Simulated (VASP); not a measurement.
# Cs (Im-3m) in VASP: further runs

Runs on Cs. Level: PBE. Tasks: single point, relaxation of cell and atoms.

Program: VASP 6.6.1. These are calculated values, not measurements. Logs are shortened: lines on timing, memory, paths and dates and some standing lists are left out, and cuts for length are marked.

### Step 1. The cell of the first run

The structure is cubic, space group Im-3m (No. 229). The conventional cell has a = 6.170 Å, b = 6.170 Å, c = 6.170 Å, α = 90.00°, β = 90.00°, γ = 90.00°.

### Step 2. Single point, PBE

Input file INCAR:

```
SYSTEM = Cs
PREC = Accurate ; ENCUT = 520
EDIFF = 1E-6 ; ISMEAR = 1
SIGMA = 0.02 ; LREAL = .FALSE.
LASPH = .TRUE. ; NELM = 100
ALGO = Normal ; ISIF = 2
LWAVE = .FALSE. ; LCHARG = .TRUE.
GGA = PE ; LELF = .TRUE.
LVHAR = .TRUE. ; NBANDS = 10
```

Input file KPOINTS:

```
regular mesh
0
G
  10 10 10
  0 0 0
```

Input file POSCAR:

```
Cs
1.0
   -3.0851306220      3.0851306220      3.0851306220
    3.0851306220     -3.0851306220      3.0851306220
    3.0851306220      3.0851306220     -3.0851306220
Cs
1
Direct
    0.0000000000      0.0000000000      0.0000000000
```

Potentials or basis: VASP PAW PBE potentials, release 64 (Cs_sv).

Command:

```sh
> cat potpaw_PBE.64/Cs_sv/POTCAR > POTCAR
> mpirun -np 1 vasp_std > vasp.out
```

OUTCAR:

```text
SYSTEM = Cs
   PREC = Accurate
   ENCUT = 520
   EDIFF = 1E-6
   ISMEAR = 1
   LREAL = .FALSE.
   LASPH = .TRUE.
   NELM = 100
   ISIF = 2
   GGA = PE

 ion  position               nearest neighbor table
   1  0.000  0.000  0.000-

  LATTYP: Found a body centered cubic cell.
 ALAT       =     6.1702612440

  Lattice vectors:

 A1 = (  -3.0851306220,   3.0851306220,   3.0851306220)
 A2 = (   3.0851306220,  -3.0851306220,   3.0851306220)
 A3 = (   3.0851306220,   3.0851306220,  -3.0851306220)

Analysis of symmetry for initial positions (statically):
=====================================================================
 Subroutine PRICEL returns:
 Original cell was already a primitive cell.

 Routine SETGRP: Setting up the symmetry group for a
 body centered cubic supercell.

 Subroutine GETGRP returns: Found 48 space group operations
 (whereof 48 operations were pure point group operations)
 out of a pool of 48 trial point group operations.

The static configuration has the point symmetry O_h .

Analysis of symmetry for dynamics (positions and initial velocities):
=====================================================================
 Subroutine PRICEL returns:
 Original cell was already a primitive cell.

 Routine SETGRP: Setting up the symmetry group for a
 body centered cubic supercell.

 Subroutine GETGRP returns: Found 48 space group operations
 (whereof 48 operations were pure point group operations)
 out of a pool of 48 trial point group operations.

The dynamic configuration has the point symmetry O_h .

 Subroutine INISYM returns: Found 48 space group operations
 (whereof 48 operations are pure point group operations),
 and found     1 'primitive' translations

----------------------------------------------------------------------------------------

                                     Primitive cell

  volume of cell :     117.4575

  direct lattice vectors                    reciprocal lattice vectors
    -3.085130622  3.085130622  3.085130622     0.000000000  0.162067692  0.162067692
     3.085130622 -3.085130622  3.085130622     0.162067692  0.000000000  0.162067692
     3.085130622  3.085130622 -3.085130622     0.162067692  0.162067692  0.000000000

  length of vectors
     5.343602985  5.343602985  5.343602985     0.229198328  0.229198328  0.229198328

  position of ions in fractional coordinates (direct lattice)
     0.000000000  0.000000000  0.000000000

  ion indices of the primitive-cell ions
   primitive index   ion index
                 1           1

----------------------------------------------------------------------------------------

 KPOINTS: regular mesh

Automatic generation of k-mesh.
 Grid dimensions read from file:
 generate k-points for:   10   10   10

 Generating k-lattice:

  Cartesian coordinates                     Fractional coordinates (reciprocal lattice)
     0.000000000  0.016206769  0.016206769     0.100000000  0.000000000  0.000000000
     0.016206769  0.000000000  0.016206769     0.000000000  0.100000000  0.000000000
     0.016206769  0.016206769  0.000000000     0.000000000  0.000000000  0.100000000

  Length of vectors
     0.022919833  0.022919833  0.022919833

  Shift w.r.t. Gamma in fractional coordinates (k-lattice)
     0.000000000  0.000000000  0.000000000

 Subroutine IBZKPT returns following result:
 ===========================================

 Found     47 irreducible k-points:

 Following reciprocal coordinates:
            Coordinates               Weight
  0.000000  0.000000  0.000000      1.000000
  0.100000  0.000000  0.000000     12.000000
  0.200000  0.000000  0.000000     12.000000
  0.300000  0.000000  0.000000     12.000000
  0.400000  0.000000  0.000000     12.000000
  0.500000  0.000000  0.000000      6.000000
[... 16 lines left out ...]
  0.300000  0.300000  0.100000      8.000000
 -0.300000  0.300000  0.100000     24.000000
 [... further k-points ...]
   k-points           NKPTS =     47   k-points in BZ     NKDIM =     47   number of bands    NBANDS=     10
   number of dos      NEDOS =    301   number of ions     NIONS =      1
   total plane-waves  NPLWV =  64000
   dimension x,y,z NGX =    40 NGY =   40 NGZ =   40
   dimension x,y,z NGXF=    80 NGYF=   80 NGZF=   80
   ions per type =               1
   NGX,Y,Z   is equivalent  to a cutoff of  12.44, 12.44, 12.44 a.u.
   NGXF,Y,Z  is equivalent  to a cutoff of  24.89, 24.89, 24.89 a.u.
 SYSTEM =  Cs
   PREC   = accura    normal or accurate (medium, high low for compatibility)
   ISTART =      0    job   : 0-new  1-cont  2-samecut
   ICHARG =      2    charge: 1-file 2-atom 10-const
   ISPIN  =      1    spin polarized calculation?
   LNONCOLLINEAR =      F non collinear calculations
   LSORBIT =      F    spin-orbit coupling
   LASPH  =      T    aspherical Exc in radial PAW
   ENCUT  =  520.0 eV  38.22 Ry    6.18 a.u.   9.94  9.94  9.94*2*pi/ulx,y,z
   NELM   =    100;   NELMIN=  2; NELMDL= -5     # of ELM steps
   EDIFF  = 0.1E-05   stopping-criterion for ELM
   LREAL  =      F    real-space projection
   EDIFFG = 0.1E-04   stopping-criterion for IOM
   NSW    =      0    number of steps for IOM
   IBRION =     -1    ionic relax: 0-MD 1-quasi-New 2-CG
   NFREE  =      0    steps in history (QN), initial steepest desc. (CG)
   ISIF   =      2    stress and relaxation
   ISYM   =      2    0-nonsym 1-usesym 2-fastsym
   POTIM  = 0.5000    time-step for ionic-motion
   TEBEG  =    0.0;   TEEND  =   0.0 temperature during run
   PSTRESS=    0.0 pullay stress
   NELECT =       9.0000    total number of electrons
   NUPDOWN=      -1.0000    fix difference up-down
   EMIN   =  10.00;   EMAX   =-10.00  energy-range for DOS
   EFERMI =   0.00;   METHOD = LEGACY
   ISMEAR =     1;   SIGMA  =   0.02  broadening in eV -4-tet -1-fermi 0-gaus
   EFERMI_NEDOS =   21; number of points for ismear=-14 and -15
   IALGO  =     38    algorithm
   IMIX   =      4    mixing-type and parameters
     AMIX     =   0.40;   BMIX     =  1.00
     AMIX_MAG =   1.60;   BMIX_MAG =  1.00
  volume/ion in A,a.u.               =     117.46       792.64
  Fermi-wavevector in a.u.,A,eV,Ry     =   0.695337  1.313997  6.578332  0.483494
  Thomas-Fermi vector in A             =   1.778081
   LORBIT       =      0    0 simple, 1 ext, 2 COOP (PROOUT), +10 PAW based schemes
   GGA     = PE    functional components
   LHFCALC =     F    Hartree Fock is set to
   AEXX    =    0.0000 exact exchange contribution
   IVDW    =     0    specifies the selected vdW correction
   LEPSILON=     F    determine dielectric tensor
   LRPA    =     F    only Hartree local field effects (RPA)
 non-spin polarized calculation
 Methfessel and Paxton  Order N= 1 SIGMA  =   0.02
  energy-cutoff  :      520.00
  volume of cell :      117.46
 maximum number of plane-waves:      3252
   NGX = 19   NGY = 19   NGZ = 19

 number of electron       9.0000002 magnetization

 Free energy of the ion-electron system (eV)
  ---------------------------------------------------
  ext. energy  EPLUGINS =         0.00000000
  ---------------------------------------------------
  free energy    TOTEN  =        -0.84494733 eV

  energy without entropy =       -0.84458230  energy(sigma->0) =       -0.84482565

 E-fermi :   0.4260     XC(G=0):  -5.3550

 val. band max:        0.4217255487   @ k =   0.3000   0.2000   0.0000
 cond. band min:       0.4358975122   @ k =   0.4000   0.1000   0.0000
 fundamental gap:      0.0141719635
 Fermi energy:         0.4260260440

 k-point     1 :       0.0000    0.0000    0.0000
  band No.  band energies     occupation
      1     -23.4692      2.00000
      2     -10.2153      2.00000
      3     -10.2153      2.00000
      4     -10.2153      2.00000
      5      -1.2558      2.00000
      6       2.8805      0.00000
      7       2.8805      0.00000
      8       2.8805      0.00000
      9       3.7239      0.00000
     10       3.7239      0.00000

 k-point     2 :       0.1000    0.0000    0.0000
  band No.  band energies     occupation
      1     -23.4686      2.00000
      2     -10.2279      2.00000
      3     -10.2194      2.00000
      4     -10.2153      2.00000
      5      -1.1476      2.00000
      6       2.7638      0.00000
      7       2.7733      0.00000
      8       2.9885      0.00000
      9       3.5587      0.00000
     10       3.7046      0.00000

 k-point     3 :       0.2000    0.0000    0.0000
  band No.  band energies     occupation
      1     -23.4671      2.00000
      2     -10.2604      2.00000
      3     -10.2301      2.00000
      4     -10.2153      2.00000
      5      -0.8381      2.00000
      6       2.3739      0.00000
      7       2.5132      0.00000
      8       3.3077      0.00000
      9       3.5207      0.00000
     10       3.6969      0.00000

 k-point     4 :       0.3000    0.0000    0.0000
  band No.  band energies     occupation
      1     -23.4652      2.00000
      2     -10.2998      2.00000
      3     -10.2433      2.00000
      4     -10.2154      2.00000
      5      -0.3745      2.00000
      6       1.8913      0.00000
      7       2.2692      0.00000
      8       3.6302      0.00000
      9       3.7764      0.00000
     10       3.8231      0.00000

 k-point     5 :       0.4000    0.0000    0.0000
  band No.  band energies     occupation
      1     -23.4637      2.00000
      2     -10.3309      2.00000
      3     -10.2538      2.00000
      4     -10.2154      2.00000
      5       0.1435      2.00000
      6       1.4789      0.00000
      7       2.1041      0.00000
      8       3.6290      0.00000
      9       3.9730      0.00000
     10       4.5027      0.00000

 k-point     6 :       0.5000    0.0000    0.0000
  band No.  band energies     occupation
      1     -23.4631      2.00000
      2     -10.3427      2.00000
      3     -10.2578      2.00000
      4     -10.2154      2.00000
      5       0.4451     -0.03879
      6       1.2518      0.00000
      7       2.0466      0.00000
      8       3.5540      0.00000
      9       4.1633      0.00000
     10       4.6896      0.00000

 k-point     7 :       0.1000    0.1000    0.0000
  band No.  band energies     occupation
      1     -23.4676      2.00000
      2     -10.2503      2.00000
      3     -10.2239      2.00000
      4     -10.2183      2.00000
      5      -0.9384      2.00000
      6       2.5241      0.00000
      7       2.5708      0.00000
      8       3.2032      0.00000
      9       3.4078      0.00000
     10       3.7901      0.00000

 k-point     8 :       0.2000    0.1000    0.0000
  band No.  band energies     occupation
      1     -23.4659      2.00000
      2     -10.2841      2.00000
      3     -10.2367      2.00000
      4     -10.2196      2.00000
      5      -0.5479      2.00000
      6       2.0977      0.00000
      7       2.3147      0.00000
      8       3.4286      0.00000
      9       3.6035      0.00000
     10       3.9141      0.00000

 k-point     9 :       0.3000    0.1000    0.0000
  band No.  band energies     occupation
      1     -23.4642      2.00000
      2     -10.3165      2.00000
      3     -10.2511      2.00000
      4     -10.2199      2.00000
      5      -0.0406      2.00000
      6       1.6680      0.00000
      7       2.1164      0.00000
      8       3.5238      0.00000
      9       3.9933      0.00000
     10       4.1552      0.00000
[... 118 lines left out ...]
 k-point    19 :      -0.1000    0.1000    0.1000
  band No.  band energies     occupation
      1     -23.4680      2.00000
      2     -10.2315      2.00000
      3     -10.2236      2.00000
      4     -10.2236      2.00000
      5      -1.0412      2.00000
      6       2.7530      0.00000
      7       2.7530      0.00000
      8       3.0029      0.00000
      9       3.1661      0.00000
     10       3.9026      0.00000

 k-point    20 :       0.2000    0.2000    0.1000
  band No.  band energies     occupation
      1     -23.4637      2.00000
      2     -10.3170      2.00000
      3     -10.2540      2.00000
      4     -10.2349      2.00000
      5       0.3074      2.00000
      6       1.6199      0.00000
      7       1.7656      0.00000
      8       3.8602      0.00000
      9       3.9022      0.00000
     10       4.1549      0.00000

 k-point    21 :       0.3000    0.2000    0.1000
  band No.  band energies     occupation
      1     -23.4630      2.00000
      2     -10.3161      2.00000
      3     -10.2721      2.00000
      4     -10.2379      2.00000
      5       0.8237     -0.00000
      6       1.3620      0.00000
      7       1.6437      0.00000
      8       3.4308      0.00000
      9       4.0565      0.00000
     10       4.2062      0.00000

 k-point    22 :      -0.2000    0.2000    0.1000
  band No.  band energies     occupation
      1     -23.4666      2.00000
      2     -10.2604      2.00000
      3     -10.2344      2.00000
      4     -10.2254      2.00000
      5      -0.7365      2.00000
      6       2.4000      0.00000
      7       2.5649      0.00000
      8       3.0182      0.00000
      9       3.2804      0.00000
     10       4.0323      0.00000

 k-point    23 :       0.3000    0.3000    0.1000
  band No.  band energies     occupation
      1     -23.4628      2.00000
      2     -10.2955      2.00000
      3     -10.2955      2.00000
      4     -10.2419      2.00000
      5       1.2866      0.00000
      6       1.3186      0.00000
      7       1.3186      0.00000
      8       3.2041      0.00000
      9       4.1174      0.00000
     10       4.1174      0.00000

 k-point    24 :      -0.3000    0.3000    0.1000
  band No.  band energies     occupation
      1     -23.4647      2.00000
      2     -10.2980      2.00000
      3     -10.2478      2.00000
      4     -10.2250      2.00000
      5      -0.2791      2.00000
      6       1.8970      0.00000
      7       2.3440      0.00000
      8       3.1272      0.00000
      9       3.7872      0.00000
     10       4.0651      0.00000

 [... further k-points ...]
[... 5 lines left out ...]
  --------------------------------------------------------------------------------------
  -------------------------------------------------------------------------------------
  Total       -0.0018791     -0.0018791     -0.0018791      0.0000000      0.0000000     -0.0000000
  in kB       -0.0256313     -0.0256313     -0.0256313      0.0000000      0.0000000     -0.0000000
  external PRESSURE =      -0.0256313 kB  Pullay stress =       0.0000000 kB

 VOLUME and BASIS-vectors are now :
 -----------------------------------------------------------------------------
  energy-cutoff  :      520.00
  volume of cell :      117.46
      direct lattice vectors                 reciprocal lattice vectors
    -3.085130622  3.085130622  3.085130622     0.000000000  0.162067692  0.162067692
     3.085130622 -3.085130622  3.085130622     0.162067692  0.000000000  0.162067692
     3.085130622  3.085130622 -3.085130622     0.162067692  0.162067692  0.000000000

 POSITION                                       TOTAL-FORCE (eV/Angst)
 -----------------------------------------------------------------------------------
      0.00000      0.00000      0.00000         0.000000      0.000000     -0.000000
 -----------------------------------------------------------------------------------
    total drift:                               -0.000000     -0.000000     -0.000000

  FREE ENERGIE OF THE ION-ELECTRON SYSTEM (eV)
  ---------------------------------------------------
  free  energy   TOTEN  =        -0.8449473314 eV

  energy  without entropy=       -0.8445822998  energy(sigma->0) =       -0.84482565
```

It took 17 s on 1 thread of Intel Xeon 6975P-C (Granite Rapids), shared host; peak memory 0.24 GiB.

Results:

```yaml
Free_energy: -0.8449 eV
Pressure: 0.0 GPa
Band_gap_on_the_k_mesh: zero (an odd number of electrons rules out a gap without spin polarisation)
```

Levels at points of the mesh, in eV from the Fermi level:
```
           k point  band 2  band 3  band 4  band 5  band 6  band 7
(0.00, 0.00, 0.00)  -10.64  -10.64  -10.64   -1.68    2.45    2.45
(0.50, 0.00, 0.00)  -10.77  -10.68  -10.64    0.02    0.83    1.62
(0.50, 0.50, 0.50)  -10.73  -10.73  -10.73    0.64    0.64    2.93
```

Caveat: spin-orbit coupling is left out, which moves the levels of the heavy elements.

(Part 1 of 2 ends here.)
